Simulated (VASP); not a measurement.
# Fe (Im-3m) in VASP: a series of runs

Runs on Fe. Level: BLYP. Tasks: single point.

Program: VASP 6.6.1. These are calculated values, not measurements. Logs are shortened: lines on timing, memory, paths and dates and some standing lists are left out, and cuts for length are marked.

## Step 1: The cell of the first run

It takes space group Im-3m (No. 229, cubic). The conventional cell has a = 2.913 Å, b = 2.913 Å, c = 2.913 Å, α = 90.00°, β = 90.00°, γ = 90.00°. Fe (site symmetry m-3m) has 14 Fe at 2.52 to 2.91 Å within 3.3 Å.

## Step 2: Single point, BLYP, collinear spin, ferromagnetic start (12.36 Å³/atom)

File INCAR:

```
SYSTEM = Fe
AGGAC = 1.0
AGGAX = 1.0
ALDAC = 0.0
ALDAX = 1.0
ALGO = Normal
EDIFF = 1E-6
ENCUT = 600
GGA = B5
GGA_COMPAT = .False.
ISIF = 2
ISMEAR = -1
ISPIN = 2
LASPH = .True.
LCHARG = .False.
LMAXMIX = 4
LORBIT = 11
LREAL = .False.
LWAVE = .False.
MAGMOM = -2.199 -2.199
NBANDS = 19
NELM = 200
PREC = Accurate
SIGMA = 0.05
```

File KPOINTS:

```
k-points
0
Gamma
  18 18 18
  0 0 0
```

File POSCAR:

```
Fe
1.0
    2.9127335472      0.0000000000      0.0000000000
    0.0000000000      2.9127335472      0.0000000000
    0.0000000000      0.0000000000      2.9127335472
Fe
2
Direct
    0.0000000000      0.0000000000      0.0000000000
    0.5000000000      0.5000000000      0.5000000000
```

Potentials or basis: VASP PAW PBE potentials, release 64 (Fe).

Run with:

```bash
> cat potpaw_PBE.64/Fe/POTCAR > POTCAR
> mpirun -np 1 vasp_std > vasp.out
```

OUTCAR:

```text
SYSTEM = Fe
   EDIFF = 1E-6
   ENCUT = 600
   GGA = B5
   ISIF = 2
   ISMEAR = -1
   ISPIN = 2
   LASPH = .True.
   LORBIT = 11
   LREAL = .False.
   NELM = 200
   PREC = Accurate

 ion  position               nearest neighbor table
   1  0.000  0.000  0.000-   2 2.52   2 2.52   2 2.52   2 2.52   2 2.52   2 2.52   2 2.52   2 2.52

   2  0.500  0.500  0.500-   1 2.52   1 2.52   1 2.52   1 2.52   1 2.52   1 2.52   1 2.52   1 2.52

  LATTYP: Found a simple cubic cell.
 ALAT       =     2.9127335472

  Lattice vectors:

 A1 = (   2.9127335472,   0.0000000000,   0.0000000000)
 A2 = (   0.0000000000,   2.9127335472,   0.0000000000)
 A3 = (   0.0000000000,   0.0000000000,   2.9127335472)

Analysis of symmetry for initial positions (statically):
=====================================================================
 Subroutine PRICEL returns following result:

  LATTYP: Found a body centered cubic cell.
 ALAT       =     2.9127335472

  Lattice vectors:

 A1 = (   1.4563667736,   1.4563667736,  -1.4563667736)
 A2 = (  -1.4563667736,   1.4563667736,   1.4563667736)
 A3 = (   1.4563667736,  -1.4563667736,   1.4563667736)

   2 primitive cells build up your supercell.

 Routine SETGRP: Setting up the symmetry group for a
 simple cubic supercell.

 Subroutine GETGRP returns: Found 48 space group operations
 (whereof 48 operations were pure point group operations)
 out of a pool of 48 trial point group operations.

The static configuration has the point symmetry O_h .

Analysis of symmetry for dynamics (positions and initial velocities):
=====================================================================
 Subroutine PRICEL returns following result:

  LATTYP: Found a body centered cubic cell.
 ALAT       =     2.9127335472

  Lattice vectors:

 A1 = (   1.4563667736,   1.4563667736,  -1.4563667736)
 A2 = (  -1.4563667736,   1.4563667736,   1.4563667736)
 A3 = (   1.4563667736,  -1.4563667736,   1.4563667736)

   2 primitive cells build up your supercell.

 Routine SETGRP: Setting up the symmetry group for a
 simple cubic supercell.

 Subroutine GETGRP returns: Found 48 space group operations
 (whereof 48 operations were pure point group operations)
 out of a pool of 48 trial point group operations.

The dynamic configuration has the point symmetry O_h .

Analysis of structural, dynamic, and magnetic symmetry:
=====================================================================
 Subroutine PRICEL returns following result:

  LATTYP: Found a body centered cubic cell.
 ALAT       =     2.9127335472

  Lattice vectors:

 A1 = (   1.4563667736,   1.4563667736,  -1.4563667736)
 A2 = (  -1.4563667736,   1.4563667736,   1.4563667736)
 A3 = (   1.4563667736,  -1.4563667736,   1.4563667736)

   2 primitive cells build up your supercell.

 Routine SETGRP: Setting up the symmetry group for a
 simple cubic supercell.

 Subroutine GETGRP returns: Found 48 space group operations
 (whereof 48 operations were pure point group operations)
 out of a pool of 48 trial point group operations.

The overall configuration has the point symmetry O_h .

 Subroutine INISYM returns: Found 48 space group operations
 (whereof 48 operations are pure point group operations),
 and found     2 'primitive' translations

----------------------------------------------------------------------------------------

                                     Primitive cell

  volume of cell :      12.3558

  direct lattice vectors                    reciprocal lattice vectors
     1.456366774  1.456366774 -1.456366774     0.343320109  0.343320109  0.000000000
    -1.456366774  1.456366774  1.456366774    -0.000000000  0.343320109  0.343320109
     1.456366774 -1.456366774  1.456366774     0.343320109  0.000000000  0.343320109

  length of vectors
     2.522501246  2.522501246  2.522501246     0.485527955  0.485527955  0.485527955

  position of ions in fractional coordinates (direct lattice)
     0.000000000  0.000000000  0.000000000

  ion indices of the primitive-cell ions
   primitive index   ion index
                 1           1

----------------------------------------------------------------------------------------

 KPOINTS: k-points

Automatic generation of k-mesh.
 Grid dimensions read from file:
 generate k-points for:   18   18   18

 Generating k-lattice:

  Cartesian coordinates                     Fractional coordinates (reciprocal lattice)
     0.019073339  0.000000000  0.000000000     0.055555556  0.000000000  0.000000000
     0.000000000  0.019073339  0.000000000     0.000000000  0.055555556  0.000000000
     0.000000000  0.000000000  0.019073339     0.000000000  0.000000000  0.055555556

  Length of vectors
     0.019073339  0.019073339  0.019073339

  Shift w.r.t. Gamma in fractional coordinates (k-lattice)
     0.000000000  0.000000000  0.000000000

 Subroutine IBZKPT returns following result:
 ===========================================

 Found    220 irreducible k-points:

 Following reciprocal coordinates:
            Coordinates               Weight
  0.000000  0.000000  0.000000      1.000000
  0.055556  0.000000  0.000000      6.000000
  0.111111  0.000000  0.000000      6.000000
  0.166667  0.000000  0.000000      6.000000
  0.222222  0.000000  0.000000      6.000000
  0.277778  0.000000  0.000000      6.000000
[... 16 lines left out ...]
  0.277778  0.111111  0.000000     24.000000
  0.333333  0.111111  0.000000     24.000000
 [... further k-points ...]
   k-points           NKPTS =    220   k-points in BZ     NKDIM =    220   number of bands    NBANDS=     19
   number of dos      NEDOS =    301   number of ions     NIONS =      2
   total plane-waves  NPLWV =  13824
   dimension x,y,z NGX =    24 NGY =   24 NGZ =   24
   dimension x,y,z NGXF=    48 NGYF=   48 NGZF=   48
   ions per type =               2
   NGX,Y,Z   is equivalent  to a cutoff of  13.70, 13.70, 13.70 a.u.
   NGXF,Y,Z  is equivalent  to a cutoff of  27.40, 27.40, 27.40 a.u.
 SYSTEM =  Fe
   PREC   = accura    normal or accurate (medium, high low for compatibility)
   ISTART =      0    job   : 0-new  1-cont  2-samecut
   ICHARG =      2    charge: 1-file 2-atom 10-const
   ISPIN  =      2    spin polarized calculation?
   LNONCOLLINEAR =      F non collinear calculations
   LSORBIT =      F    spin-orbit coupling
   LASPH  =      T    aspherical Exc in radial PAW
   ENCUT  =  600.0 eV  44.10 Ry    6.64 a.u.   5.82  5.82  5.82*2*pi/ulx,y,z
   NELM   =    200;   NELMIN=  2; NELMDL= -5     # of ELM steps
   EDIFF  = 0.1E-05   stopping-criterion for ELM
   LREAL  =      F    real-space projection
   EDIFFG = 0.1E-04   stopping-criterion for IOM
   NSW    =      0    number of steps for IOM
   IBRION =     -1    ionic relax: 0-MD 1-quasi-New 2-CG
   NFREE  =      0    steps in history (QN), initial steepest desc. (CG)
   ISIF   =      2    stress and relaxation
   ISYM   =      2    0-nonsym 1-usesym 2-fastsym
   POTIM  = 0.5000    time-step for ionic-motion
   TEBEG  =    0.0;   TEEND  =   0.0 temperature during run
   PSTRESS=    0.0 pullay stress
   NELECT =      16.0000    total number of electrons
   NUPDOWN=      -1.0000    fix difference up-down
   EMIN   =  10.00;   EMAX   =-10.00  energy-range for DOS
   EFERMI =   0.00;   METHOD = LEGACY
   ISMEAR =    -1;   SIGMA  =   0.05  broadening in eV -4-tet -1-fermi 0-gaus
   EFERMI_NEDOS =   21; number of points for ismear=-14 and -15
   IALGO  =     38    algorithm
   IMIX   =      4    mixing-type and parameters
     AMIX     =   0.40;   BMIX     =  1.00
     AMIX_MAG =   1.60;   BMIX_MAG =  1.00
  volume/ion in A,a.u.               =      12.36        83.38
  Fermi-wavevector in a.u.,A,eV,Ry     =   1.416274  2.676371 27.291017  2.005833
  Thomas-Fermi vector in A             =   2.537626
   LORBIT       =     11    0 simple, 1 ext, 2 COOP (PROOUT), +10 PAW based schemes
   GGA     = B5    functional components
   LHFCALC =     F    Hartree Fock is set to
   AEXX    =    0.0000 exact exchange contribution
   IVDW    =     0    specifies the selected vdW correction
   LEPSILON=     F    determine dielectric tensor
   LRPA    =     F    only Hartree local field effects (RPA)
 spin polarized calculation
  energy-cutoff  :      600.00
  volume of cell :       24.71
 maximum number of plane-waves:       849
 NGX is ok and might be reduce to    24
   NGX = 11   NGY = 11   NGZ = 11

 number of electron      15.9999987 magnetization      -4.6210872

 Free energy of the ion-electron system (eV)
  ---------------------------------------------------
  ext. energy  EPLUGINS =         0.00000000
  ---------------------------------------------------
  free energy    TOTEN  =       -14.35146519 eV

  energy without entropy =      -14.33423120  energy(sigma->0) =      -14.34284819

 E-fermi :   5.4546     XC(G=0): -12.0432

 val. band max:        5.4522749905   @ k =   0.5000   0.0556   0.0556
 cond. band min:       5.4575121891   @ k =   0.1111   0.0556   0.0000
 fundamental gap:      0.0052371986
 Fermi energy:         5.4545875784

 spin component 1

 k-point     1 :       0.0000    0.0000    0.0000
  band No.  band energies     occupation
      1      -2.1570      1.00000
      2       3.0025      1.00000
      3       3.0027      1.00000
      4       5.2710      0.97519
      5       5.2711      0.97513
      6       5.2712      0.97512
[... 11 lines left out ...]
     18      29.7261      0.00000
     19      29.7261      0.00000

 k-point     2 :       0.0556    0.0000    0.0000
  band No.  band energies     occupation
      1      -2.0965      1.00000
      2       3.0227      1.00000
      3       3.0319      1.00000
      4       5.2686      0.97632
      5       5.2688      0.97626
      6       5.2886      0.96507
[... 11 lines left out ...]
     18      29.3280      0.00000
     19      29.6826      0.00000

 k-point     3 :       0.1111    0.0000    0.0000
  band No.  band energies     occupation
      1      -1.9162      1.00000
      2       3.0775      1.00000
      3       3.1191      1.00000
      4       5.2631      0.97873
      5       5.2633      0.97868
      6       5.3409      0.90665
[... 434 lines left out ...]
      1      -0.4986      1.00000
      2       3.3269      1.00000
      3       3.7340      1.00000
      4       5.0109      0.99986
      5       5.1748      0.99630
      6       6.0052      0.00002
[... 11 lines left out ...]
     18      26.7550      0.00000
     19      27.3517      0.00000

 k-point    24 :       0.3333    0.1111    0.0000
  band No.  band energies     occupation
      1       0.0736      1.00000
      2       3.2202      1.00000
      3       3.9910      1.00000
      4       5.0227      0.99982
      5       5.1545      0.99753
      6       5.9092      0.00011
[... 11 lines left out ...]
     18      25.8611      0.00000
     19      26.1314      0.00000

 [... further k-points ...]

 spin component 2

 k-point     1 :       0.0000    0.0000    0.0000
  band No.  band energies     occupation
      1      -2.3218      1.00000
      2       1.1509      1.00000
      3       1.1509      1.00000
      4       3.3212      1.00000
      5       3.3212      1.00000
      6       3.3212      1.00000
[... 11 lines left out ...]
     18      29.9663      0.00000
     19      29.9663      0.00000

 k-point     2 :       0.0556    0.0000    0.0000
  band No.  band energies     occupation
      1      -2.2616      1.00000
      2       1.1751      1.00000
      3       1.1762      1.00000
      4       3.3210      1.00000
      5       3.3211      1.00000
      6       3.3369      1.00000
[... 11 lines left out ...]
     18      29.5013      0.00000
     19      29.8889      0.00000

 k-point     3 :       0.1111    0.0000    0.0000
  band No.  band energies     occupation
      1      -2.0823      1.00000
      2       1.2471      1.00000
      3       1.2489      1.00000
      4       3.3219      1.00000
      5       3.3219      1.00000
      6       3.3836      1.00000
[... 434 lines left out ...]
      1      -0.6998      1.00000
      2       1.6803      1.00000
      3       1.8130      1.00000
      4       3.1247      1.00000
      5       3.2720      1.00000
      6       3.9844      1.00000
[... 11 lines left out ...]
     18      26.5159      0.00000
     19      26.8554      0.00000

 k-point    24 :       0.3333    0.1111    0.0000
  band No.  band energies     occupation
      1      -0.1659      1.00000
      2       1.7629      1.00000
      3       2.0227      1.00000
      4       3.1464      1.00000
      5       3.2345      1.00000
      6       3.8775      1.00000
[... 11 lines left out ...]
     18      25.5609      0.00000
     19      25.5612      0.00000

 [... further k-points ...]
[... 5 lines left out ...]
  --------------------------------------------------------------------------------------
  -------------------------------------------------------------------------------------
  Total       -0.8554202     -0.8554202     -0.8554202     -0.0000000     -0.0000000      0.0000000
  in kB      -55.4610167    -55.4610167    -55.4610167     -0.0000000     -0.0000000      0.0000000
  external PRESSURE =     -55.4610167 kB  Pullay stress =       0.0000000 kB

 VOLUME and BASIS-vectors are now :
 -----------------------------------------------------------------------------
  energy-cutoff  :      600.00
  volume of cell :       24.71
      direct lattice vectors                 reciprocal lattice vectors
     2.912733547  0.000000000  0.000000000     0.343320109  0.000000000  0.000000000
     0.000000000  2.912733547  0.000000000     0.000000000  0.343320109  0.000000000
     0.000000000  0.000000000  2.912733547     0.000000000  0.000000000  0.343320109

 POSITION                                       TOTAL-FORCE (eV/Angst)
 -----------------------------------------------------------------------------------
      0.00000      0.00000      0.00000         0.000000     -0.000000      0.000000
      1.45637      1.45637      1.45637        -0.000000      0.000000     -0.000000
 -----------------------------------------------------------------------------------
    total drift:                                0.000000      0.000000     -0.000000

  FREE ENERGIE OF THE ION-ELECTRON SYSTEM (eV)
  ---------------------------------------------------
  free  energy   TOTEN  =       -14.3514651899 eV

  energy  without entropy=      -14.3342311989  energy(sigma->0) =      -14.34284819

 total charge

# of ion       s       p       d       tot
------------------------------------------
    1        0.455   0.451   6.250   7.156
    2        0.455   0.451   6.250   7.156
--------------------------------------------------
tot          0.909   0.902  12.501  14.312

 magnetization (x)

# of ion       s       p       d       tot
------------------------------------------
    1        0.015   0.047  -2.377  -2.315
    2        0.015   0.047  -2.377  -2.315
--------------------------------------------------
tot          0.030   0.095  -4.754  -4.629
```

It took 3.8 min on 1 thread of Oxide Virtual Turin-like, shared host; peak memory 0.24 GiB.

What came out:

- Free energy: -14.3515 eV
- Pressure: -5.5 GPa
- Net moment: -4.62 μB per cell
- Site moments: Fe -2.31 μB
- Valence electrons inside the program's atomic spheres: Fe 7.16

Caveat: the cell stands under tension; the PAW data sets were made with another functional, which shifts forces and pressure a little.

[end of part 1 of 2]
